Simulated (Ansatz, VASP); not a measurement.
One calculation of MgCd2Se3, two programs

```
Mg Cd Se
1.0
     4.13302    0.00000    0.00000
    -2.06651    3.57930    0.00000
     0.00000    0.00000   10.12379
Mg Cd Se
1 2 3
Direct
  0.33333 0.66667 0.66667
  0.00000 0.00000 0.00000
  0.66667 0.33333 0.33333
  0.00000 0.00000 0.75000
  0.33333 0.66667 0.41667
  0.66667 0.33333 0.08333
```

Alike in both runs: task relaxation of cell and atoms; functional PBE; k mesh 6 × 6 × 2; occupations gaussian, width 0.1 eV; no spin polarisation.

|  | VASP | Ansatz |
| --- | --- | --- |
| version | VASP 6.6.1 | Ansatz 0.2.0 |
| potentials or method | VASP PAW PBE potentials, release 64 (Mg, Cd, Se), cutoff 600 eV | scalar-relativistic, plane waves, PAW |
| valence electrons in the cell | 44 | 98 |

```tsv
	VASP	Ansatz	Ansatz less VASP
gap on the k mesh at the Fermi level, each at its own relaxed structure (eV)	0.95	0.96	+0.009
relaxed volume (Å³/atom)	28.84	28.83	-0.012
relaxed cell length with the largest relative difference (Å)	10.615	10.594	-0.0203
```

VASP's potentials hold 44 valence electrons a cell and Ansatz's 98, so a difference there can come from the potentials and not from the codes.

Noted on VASP's run: the volume moved by over 15 % at a fixed basis, so the end points are rough.
